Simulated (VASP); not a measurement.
# ZnS: relaxation of cell and atoms with r2SCAN

The system is ZnS.

```
CELL_PARAMETERS angstrom
3.82120 0.00000 0.00000
1.91060 3.30926 0.00000
1.91060 1.10309 3.12000
ATOMIC_POSITIONS crystal
Zn 0.25000 0.25000 0.25000
S 0.00000 0.00000 0.00000
```

```yaml
Program: VASP 6.6.1
Task: relaxation of cell and atoms
Functional: r2SCAN
Potentials_or_basis: VASP PAW PBE potentials, release 64 (Zn, S)
Cutoff: 600 eV
k_mesh: 6 × 6 × 6
Occupations: fermi-dirac, width 0.05 eV
Spin: no spin polarisation
Dipole_correction: no
Further_INCAR_settings: ALGO = Normal; EDIFF = 1e-06; IBRION = 2; EDIFFG = -0.01; NSW = 80; ISIF = 3
```

* Relaxed volume: 19.58 Å³/atom
* Relaxed cell: a = 3.812 Å, b = 3.812 Å, c = 3.812 Å, α = 60.00°, β = 60.00°, γ = 60.00°
* Space group after relaxing (to 0.05 Å): F-43m (No. 216)
* Energy gained by relaxing: 0.4 meV/atom
* Ionic steps: 4
* Pressure after relaxing: 0.0 GPa
* Band gap on the k mesh: 2.71 eV, direct

Step by step:
| step | energy change (eV) | largest force (eV/Å) | pressure (GPa) | volume (Å³) |
| --- | --- | --- | --- | --- |
| 1 | 0.0000 | 0.0000 | -0.57 | 39.45 |
| 2 | -0.0007 | 0.0000 | 0.18 | 39.06 |
| 3 | -0.0007 | 0.0000 | 0.09 | 39.11 |
| 4 | -0.0007 | 0.0000 | -0.01 | 39.16 |

Final structure:
```
CELL_PARAMETERS angstrom
3.81171 0.00000 0.00000
1.90585 3.30104 0.00000
1.90585 1.10035 3.11225
ATOMIC_POSITIONS crystal
Zn 0.25000 0.25000 0.25000
S 0.00000 0.00000 0.00000
```

Levels at points of the mesh, in eV from the valence-band top:
| k point | band 7 | band 8 | band 9 | band 10 | band 11 | band 12 |
| --- | --- | --- | --- | --- | --- | --- |
| (0.00, 0.00, 0.00) | 0.00 | 0.00 | 0.00 | 2.71 | 6.90 | 6.90 |
| (0.50, 0.00, 0.00) | -5.45 | -0.90 | -0.90 | 3.83 | 7.39 | 7.39 |
| (0.50, 0.50, 0.00) | -4.64 | -2.31 | -2.31 | 3.71 | 4.48 | 11.82 |

It took 59 s on 1 thread of Intel(R) Xeon(R) Platinum 8559C (Emerald Rapids), on a shared host, peak memory 0.19 GiB.

Caveat: the PAW data sets were made with another functional, which shifts forces and pressure a little. r2SCAN opens gaps a little over a GGA but as a rule still falls short of measured ones.
